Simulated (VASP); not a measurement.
Input of a VASP 6.6.1 run:

Contents of INCAR:

```
PREC = Accurate
ENCUT = 520
EDIFF = 1E-6
ISMEAR = -1
SIGMA = 0.05
LREAL = False
LASPH = True
NELM = 80
ALGO = Normal
ISIF = 2
LWAVE = False
LCHARG = False
GGA = PE
NBANDS = 15
```

File KPOINTS:

```
Automatic mesh
0
Gamma
  9 9 9
```

POSCAR

```
Al2Pt
1.0
    0.0000000000      2.9550000000      2.9550000000
    2.9550000000      0.0000000000      2.9550000000
    2.9550000000      2.9550000000      0.0000000000
Al Pt
2 1
Direct
    0.2050000000      0.2050000000      0.2050000000
    0.7500000000      0.7500000000      0.7500000000
    0.0450000000      0.0450000000      0.0450000000
```

Potentials or basis: VASP PAW PBE potentials, release 64 (Al, Pt).

Command:

```sh
$ cat potpaw_PBE.64/Al/POTCAR potpaw_PBE.64/Pt/POTCAR > POTCAR
$ mpirun -np 1 vasp_std > vasp.out
```

**Question.** What does it give for the largest force?

**Answer.** 33.741 eV/Å.

**Question.** Predict the band gap on the k mesh.

**Answer.** Zero (band 8 reaches 11.41 eV, above the bottom of band 9 at 6.82 eV).

**Question.** What does it give for the pressure?

**Answer.** 60.1 GPa.

Stress tensor (GPa, compression positive):
```
60.12 51.17 51.17
51.17 60.12 51.17
51.17 51.17 60.12
```

Caveat: the cell differs from its parent crystal (shortest bond scaled by 0.64); spin-orbit coupling is left out, which moves the levels of the heavy elements; forces of over 1 eV/Å act on the atoms, so gaps and moduli don't describe the material at rest.
